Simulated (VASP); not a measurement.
# ZnCd3Ni (Pm-3m) in VASP: single point with r2SCAN

Aim: the single point of ZnCd3Ni with r2SCAN.

Everything below comes from runs of VASP 6.6.1. Logs are shortened: lines on timing, memory, paths and dates and some standing lists are left out, and cuts for length are marked.

**1. The cell of the first run**

Symmetry: Pm-3m, No. 221, cubic system. The conventional cell has a = 4.880 Å, b = 4.880 Å, c = 4.880 Å, α = 90.00°, β = 90.00°, γ = 90.00°. Within 4.5 Å of Zn (site symmetry m-3m) lie 12 Cd at 3.45 Å and 8 Ni at 4.23 Å. Cd (site symmetry 4/mmm) has 2 Ni at 2.44 Å within 3.2 Å. Ni (site symmetry m-3m) has 6 Cd at 2.44 Å within 3.2 Å.

**2. Single point, r2SCAN**

POSCAR

```
ZnCd3Ni
1.0
    4.8796772940      0.0000000000      0.0000000000
    0.0000000000      4.8796772940      0.0000000000
    0.0000000000      0.0000000000      4.8796772940
Zn Cd Ni
1 3 1
Direct
    0.0000000000      0.0000000000      0.0000000000
    0.0000000000      0.5000000000      0.5000000000
    0.5000000000      0.0000000000      0.5000000000
    0.5000000000      0.5000000000      0.0000000000
    0.5000000000      0.5000000000      0.5000000000
```

INCAR.step1

```
SYSTEM = ZnCd3Ni
ALGO = Normal
EDIFF = 1E-4
ENCUT = 520
GGA = PE
ISMEAR = 0
LASPH = .TRUE.
LCHARG = .FALSE.
LREAL = .FALSE.
LWAVE = .TRUE.
NBANDS = 37
NELM = 80
PREC = Accurate
SIGMA = 0.1
```

INCAR.step2

```
SYSTEM = ZnCd3Ni
ALGO = Normal
EDIFF = 1E-7
ENCUT = 520
ISIF = 2
ISMEAR = 0
ISTART = 1
LASPH = .TRUE.
LCHARG = .TRUE.
LELF = .TRUE.
LMIXTAU = .TRUE.
LREAL = .FALSE.
LVHAR = .TRUE.
LWAVE = .FALSE.
METAGGA = R2SCAN
NBANDS = 37
NELM = 80
PREC = Accurate
SIGMA = 0.1
```

KPOINTS

```
k-points
0
G
  4 4 4
  0 0 0
```

Potentials or basis: VASP PAW PBE potentials, release 64 (Zn, Cd, Ni).

Run with:

```bash
$ cat potpaw_PBE.64/Zn/POTCAR potpaw_PBE.64/Cd/POTCAR potpaw_PBE.64/Ni/POTCAR > POTCAR
$ cp INCAR.step1 INCAR
$ mpirun -np 1 vasp_std > vasp.out
$ cp INCAR.step2 INCAR
$ mpirun -np 1 vasp_std > vasp.out
```

OUTCAR:

```text
SYSTEM = ZnCd3Ni
   EDIFF = 1E-7
   ENCUT = 520
   ISIF = 2
   ISMEAR = 0
   ISTART = 1
   LASPH = .TRUE.
   LREAL = .FALSE.
   METAGGA = R2SCAN
   NELM = 80
   PREC = Accurate

 ion  position               nearest neighbor table
   1  0.000  0.000  0.000-
   2  0.000  0.500  0.500-   5 2.44   5 2.44   3 3.45   4 3.45   3 3.45   3 3.45   4 3.45   4 3.45
                             4 3.45   3 3.45
   3  0.500  0.000  0.500-   5 2.44   5 2.44   2 3.45   4 3.45   2 3.45   4 3.45   4 3.45   4 3.45
                             2 3.45   2 3.45
   4  0.500  0.500  0.000-   5 2.44   5 2.44   2 3.45   2 3.45   3 3.45   3 3.45   3 3.45   3 3.45
                             2 3.45   2 3.45
   5  0.500  0.500  0.500-   2 2.44   3 2.44   4 2.44   4 2.44   3 2.44   2 2.44

  LATTYP: Found a simple cubic cell.
 ALAT       =     4.8796772940

  Lattice vectors:

 A1 = (   4.8796772940,   0.0000000000,   0.0000000000)
 A2 = (   0.0000000000,   4.8796772940,   0.0000000000)
 A3 = (   0.0000000000,   0.0000000000,   4.8796772940)

Analysis of symmetry for initial positions (statically):
=====================================================================
 Subroutine PRICEL returns:
 Original cell was already a primitive cell.

 Routine SETGRP: Setting up the symmetry group for a
 simple cubic supercell.

 Subroutine GETGRP returns: Found 48 space group operations
 (whereof 48 operations were pure point group operations)
 out of a pool of 48 trial point group operations.

The static configuration has the point symmetry O_h .

Analysis of symmetry for dynamics (positions and initial velocities):
=====================================================================
 Subroutine PRICEL returns:
 Original cell was already a primitive cell.

 Routine SETGRP: Setting up the symmetry group for a
 simple cubic supercell.

 Subroutine GETGRP returns: Found 48 space group operations
 (whereof 48 operations were pure point group operations)
 out of a pool of 48 trial point group operations.

The dynamic configuration has the point symmetry O_h .

 Subroutine INISYM returns: Found 48 space group operations
 (whereof 48 operations are pure point group operations),
 and found     1 'primitive' translations

----------------------------------------------------------------------------------------

                                     Primitive cell

  volume of cell :     116.1912

  direct lattice vectors                    reciprocal lattice vectors
     4.879677294  0.000000000  0.000000000     0.204931585  0.000000000  0.000000000
     0.000000000  4.879677294  0.000000000     0.000000000  0.204931585  0.000000000
     0.000000000  0.000000000  4.879677294     0.000000000  0.000000000  0.204931585

  length of vectors
     4.879677294  4.879677294  4.879677294     0.204931585  0.204931585  0.204931585

  position of ions in fractional coordinates (direct lattice)
     0.000000000  0.000000000  0.000000000
     0.000000000  0.500000000  0.500000000
     0.500000000  0.000000000  0.500000000
     0.500000000  0.500000000  0.000000000
     0.500000000  0.500000000  0.500000000

  ion indices of the primitive-cell ions
   primitive index   ion index
                 1           1
                 2           2
                 3           3
                 4           4
                 5           5

----------------------------------------------------------------------------------------

 KPOINTS: k-points

Automatic generation of k-mesh.
 Grid dimensions read from file:
 generate k-points for:    4    4    4

 Generating k-lattice:

  Cartesian coordinates                     Fractional coordinates (reciprocal lattice)
     0.051232896  0.000000000  0.000000000     0.250000000  0.000000000  0.000000000
     0.000000000  0.051232896  0.000000000     0.000000000  0.250000000  0.000000000
     0.000000000  0.000000000  0.051232896     0.000000000  0.000000000  0.250000000

  Length of vectors
     0.051232896  0.051232896  0.051232896

  Shift w.r.t. Gamma in fractional coordinates (k-lattice)
     0.000000000  0.000000000  0.000000000

 Subroutine IBZKPT returns following result:
 ===========================================

 Found     10 irreducible k-points:

 Following reciprocal coordinates:
            Coordinates               Weight
  0.000000  0.000000  0.000000      1.000000
  0.250000  0.000000  0.000000      6.000000
  0.500000  0.000000  0.000000      3.000000
  0.250000  0.250000  0.000000     12.000000
  0.500000  0.250000  0.000000     12.000000
  0.500000  0.500000  0.000000      3.000000
  0.250000  0.250000  0.250000      8.000000
  0.500000  0.250000  0.250000     12.000000
  0.500000  0.500000  0.250000      6.000000
  0.500000  0.500000  0.500000      1.000000
   k-points           NKPTS =     10   k-points in BZ     NKDIM =     10   number of bands    NBANDS=     37
   number of dos      NEDOS =    301   number of ions     NIONS =      5
   total plane-waves  NPLWV =  46656
   dimension x,y,z NGX =    36 NGY =   36 NGZ =   36
   dimension x,y,z NGXF=    72 NGYF=   72 NGZF=   72
   ions per type =               1   3   1
   NGX,Y,Z   is equivalent  to a cutoff of  12.26, 12.26, 12.26 a.u.
   NGXF,Y,Z  is equivalent  to a cutoff of  24.53, 24.53, 24.53 a.u.
 SYSTEM =  ZnCd3Ni
   PREC   = accura    normal or accurate (medium, high low for compatibility)
   ISTART =      1    job   : 0-new  1-cont  2-samecut
   ICHARG =      0    charge: 1-file 2-atom 10-const
   ISPIN  =      1    spin polarized calculation?
   LNONCOLLINEAR =      F non collinear calculations
   LSORBIT =      F    spin-orbit coupling
   LASPH  =      T    aspherical Exc in radial PAW
   ENCUT  =  520.0 eV  38.22 Ry    6.18 a.u.   9.07  9.07  9.07*2*pi/ulx,y,z
   NELM   =     80;   NELMIN=  2; NELMDL=  0     # of ELM steps
   EDIFF  = 0.1E-06   stopping-criterion for ELM
   LREAL  =      F    real-space projection
   EDIFFG = 0.1E-05   stopping-criterion for IOM
   NSW    =      0    number of steps for IOM
   IBRION =     -1    ionic relax: 0-MD 1-quasi-New 2-CG
   NFREE  =      0    steps in history (QN), initial steepest desc. (CG)
   ISIF   =      2    stress and relaxation
   ISYM   =      2    0-nonsym 1-usesym 2-fastsym
   POTIM  = 0.5000    time-step for ionic-motion
   TEBEG  =    0.0;   TEEND  =   0.0 temperature during run
   PSTRESS=    0.0 pullay stress
   NELECT =      58.0000    total number of electrons
   NUPDOWN=      -1.0000    fix difference up-down
   EMIN   =  10.00;   EMAX   =-10.00  energy-range for DOS
   EFERMI =   0.00;   METHOD = LEGACY
   ISMEAR =     0;   SIGMA  =   0.10  broadening in eV -4-tet -1-fermi 0-gaus
   EFERMI_NEDOS =   21; number of points for ismear=-14 and -15
   IALGO  =     38    algorithm
   IMIX   =      4    mixing-type and parameters
     AMIX     =   0.40;   BMIX     =  1.00
     AMIX_MAG =   1.60;   BMIX_MAG =  1.00
  volume/ion in A,a.u.               =      23.24       156.82
  Fermi-wavevector in a.u.,A,eV,Ry     =   1.298653  2.454098 22.946214  1.686499
  Thomas-Fermi vector in A             =   2.429967
   LORBIT       =      0    0 simple, 1 ext, 2 COOP (PROOUT), +10 PAW based schemes
   METAGGA = R2SCAN    functional components
   LHFCALC =     F    Hartree Fock is set to
   AEXX    =    0.0000 exact exchange contribution
   IVDW    =     0    specifies the selected vdW correction
   LEPSILON=     F    determine dielectric tensor
   LRPA    =     F    only Hartree local field effects (RPA)
 non-spin polarized calculation
 Gauss-broadening in eV      SIGMA  =   0.10
  energy-cutoff  :      520.00
  volume of cell :      116.19
 maximum number of plane-waves:      3178
   NGX = 19   NGY = 19   NGZ = 19

 number of electron      57.9999998 magnetization

 Free energy of the ion-electron system (eV)
  ---------------------------------------------------
  ext. energy  EPLUGINS =         0.00000000
  ---------------------------------------------------
  free energy    TOTEN  =       -79.25587752 eV

  energy without entropy =      -79.23672653  energy(sigma->0) =      -79.24630202

 E-fermi :   1.7529     XC(G=0): -10.6098

 val. band max:        1.7520844320   @ k =   0.2500   0.0000   0.0000
 cond. band min:       1.7647640901   @ k =   0.5000   0.0000   0.0000
 fundamental gap:      0.0126796581
 Fermi energy:         1.7528859186

 k-point     1 :       0.0000    0.0000    0.0000
  band No.  band energies     occupation
      1      -7.8915      2.00000
      2      -7.4303      2.00000
      3      -7.4303      2.00000
      4      -7.4303      2.00000
      5      -7.1455      2.00000
      6      -7.1455      2.00000
[... 29 lines left out ...]
     36       8.1012      0.00000
     37       8.1012      0.00000

 k-point     2 :       0.2500    0.0000    0.0000
  band No.  band energies     occupation
      1      -7.7683      2.00000
      2      -7.4095      2.00000
      3      -7.3182      2.00000
      4      -7.3182      2.00000
      5      -7.1405      2.00000
      6      -7.1347      2.00000
[... 29 lines left out ...]
     36       6.5819      0.00000
     37       8.0598      0.00000

 k-point     3 :       0.5000    0.0000    0.0000
  band No.  band energies     occupation
      1      -7.6454      2.00000
      2      -7.3870      2.00000
      3      -7.1362      2.00000
      4      -7.1221      2.00000
      5      -7.0846      2.00000
      6      -7.0846      2.00000
[... 29 lines left out ...]
     36       9.2016      0.00000
     37       9.2016      0.00000
[... 201 lines left out ...]
 k-point     9 :       0.5000    0.5000    0.2500
  band No.  band energies     occupation
      1      -7.3693      2.00000
      2      -7.3158      2.00000
      3      -7.3158      2.00000
      4      -7.1514      2.00000
      5      -7.0518      2.00000
      6      -7.0518      2.00000
[... 29 lines left out ...]
     36       9.4182      0.00000
     37       9.4182      0.00000

 k-point    10 :       0.5000    0.5000    0.5000
  band No.  band energies     occupation
      1      -7.3710      2.00000
      2      -7.3710      2.00000
      3      -7.3710      2.00000
      4      -7.2233      2.00000
      5      -7.0554      2.00000
      6      -7.0554      2.00000
[... 29 lines left out ...]
     36      11.4456      0.00000
     37      12.7257      0.00000

------------------------ aborting loop because EDIFF is reached ----------------------------------------

  FORCE on cell =-STRESS in cart. coord.  units (eV):
  Direction    XX          YY          ZZ          XY          YZ          ZX
  --------------------------------------------------------------------------------------
  -------------------------------------------------------------------------------------
  Total        0.4395155      0.4395155      0.4395155      0.0000000      0.0000000     -0.0000000
  in kB        6.0605416      6.0605416      6.0605416      0.0000000      0.0000000     -0.0000000
  external PRESSURE =       6.0605416 kB  Pullay stress =       0.0000000 kB

 VOLUME and BASIS-vectors are now :
 -----------------------------------------------------------------------------
  energy-cutoff  :      520.00
  volume of cell :      116.19
      direct lattice vectors                 reciprocal lattice vectors
     4.879677294  0.000000000  0.000000000     0.204931585  0.000000000  0.000000000
     0.000000000  4.879677294  0.000000000     0.000000000  0.204931585  0.000000000
     0.000000000  0.000000000  4.879677294     0.000000000  0.000000000  0.204931585

 POSITION                                       TOTAL-FORCE (eV/Angst)
 -----------------------------------------------------------------------------------
      0.00000      0.00000      0.00000         0.000000      0.000000      0.000000
      0.00000      2.43984      2.43984         0.000000      0.000000      0.000000
      2.43984      0.00000      2.43984         0.000000      0.000000      0.000000
      2.43984      2.43984      0.00000         0.000000      0.000000      0.000000
      2.43984      2.43984      2.43984         0.000000      0.000000      0.000000
 -----------------------------------------------------------------------------------
    total drift:                                0.000000      0.000000      0.000000

  FREE ENERGIE OF THE ION-ELECTRON SYSTEM (eV)
  ---------------------------------------------------
  free  energy   TOTEN  =       -79.2558775202 eV

  energy  without entropy=      -79.2367265284  energy(sigma->0) =      -79.24630202
```

Wall time 3.1 min (1 thread of AMD EPYC 7R43 (Zen 3), shared host); peak memory 0.2 GiB.

What came out:

| Quantity | Value |
| --- | --- |
| Free energy | -79.2559 eV |
| Pressure | 0.6 GPa |
| Band gap on the k mesh | zero (band 29 reaches 2.75 eV, above the bottom of band 30 at 0.11 eV) |

Caveat: the PAW data sets were made with another functional, which shifts forces and pressure a little. Spin polarisation is off, so any magnetic state and its effect on volume and gap are missing.
